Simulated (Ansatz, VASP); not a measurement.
TaC: VASP beside Ansatz

```
Ta C
1.0
     0.00000    2.22300    2.22300
     2.22300    0.00000    2.22300
     2.22300    2.22300    0.00000
Ta C
1 1
Direct
  0.00000 0.00000 0.00000
  0.50000 0.50000 0.50000
```

Alike in both runs: task single point; functional PBE; k mesh 10 × 10 × 10; occupations gaussian, width 0.1 eV; no spin polarisation.

|  | VASP | Ansatz |
| --- | --- | --- |
| version | VASP 6.6.1 | Ansatz 0.2.0 |
| potentials or method | VASP PAW PBE potentials, release 64 (Ta_pv, C), cutoff 600 eV | plane waves, PAW |
| valence electrons in the cell | 15 | 17 |

```tsv
	VASP	Ansatz	Ansatz less VASP
pressure (GPa)	7.2	6.6	-0.67
```

The functional is the same, so the differences come from potentials, cutoffs and numerics. VASP's potentials hold 15 valence electrons a cell and Ansatz's 17, so a difference there can come from the potentials and not from the codes.

Spin-orbit coupling is off throughout.
